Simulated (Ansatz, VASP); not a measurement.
Sn: VASP beside Ansatz

```xyz
2
Lattice="-2.9401 2.9401 1.5993 2.9401 -2.9401 1.5993 2.9401 2.9401 -1.5993" Properties=species:S:1:pos:R:3 pbc="T T T"
Sn    0.0000    0.0000    0.0000
Sn    0.0000    2.9401    0.7997
```

Alike in both runs: functional PBE; k mesh 11 × 11 × 11; occupations tetrahedron; collinear spin.

|  | VASP | Ansatz |
| --- | --- | --- |
| version | VASP 6.6.1 | Ansatz 0.2.0 |
| potentials or method | VASP PAW PBE potentials, release 64 (Sn_d), cutoff 520 eV | all-electron LAPW, scalar-relativistic |
| task | single point | projected density of states |

|  | VASP | Ansatz | Ansatz less VASP |
| --- | --- | --- | --- |
| gap on the k mesh at the Fermi level (eV) | none | none | - |
| pressure (GPa) | 1.2 | 1.3 | +0.06 |
| traceless stress, the component that is largest in VASP (GPa) | -0.10 | -0.15 | -0.053 |
| net moment per atom (μB) | 0.00 | 0.00 | 0.000 |

A gap of «none» marks a metal or a gap that the smearing closes. Ansatz ran all-electron here, and VASP with PAW potentials.

Noted on Ansatz's run: the program warned that the printed levels may be off, so bands, gaps and densities of states are rough.
